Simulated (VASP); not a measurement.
A run of VASP 6.6.1:

File INCAR:

```
SYSTEM = GaP
ALGO = Normal ; EDIFF = 1E-6
ENCUT = 520 ; GGA = PS
ISIF = 2 ; ISMEAR = 0
LASPH = .TRUE. ; LCHARG = .FALSE.
LREAL = .FALSE. ; LWAVE = .FALSE.
NBANDS = 16 ; NELM = 80
PREC = Accurate ; SIGMA = 0.05
```

Contents of KPOINTS:

```
k-points
0
G
  10 10 10
  0 0 0
```

Contents of POSCAR:

```
GaP
1.0
    0.0000000000      2.7260397285      2.7260397285
    2.7260397285      0.0000000000      2.7260397285
    2.7260397285      2.7260397285      0.0000000000
Ga P
1 1
Direct
    0.0000000000      0.0000000000      0.0000000000
    0.7500000000      0.7500000000      0.7500000000
```

Potentials or basis: VASP PAW PBE potentials, release 64 (Ga_d, P).

The run is started by

```sh
$ cat potpaw_PBE.64/Ga_d/POTCAR potpaw_PBE.64/P/POTCAR > POTCAR
$ mpirun -np 1 vasp_std > vasp.out
```

Hardware: 1 thread of Intel Xeon 8259CL (shared host).

**Question.** How long does it take, and how much memory?

**Answer.** Run time: 26 s on 1 thread of Intel Xeon 8259CL, on a shared host, peak memory 0.18 GiB. Counts: scf iterations 12, k points 47.
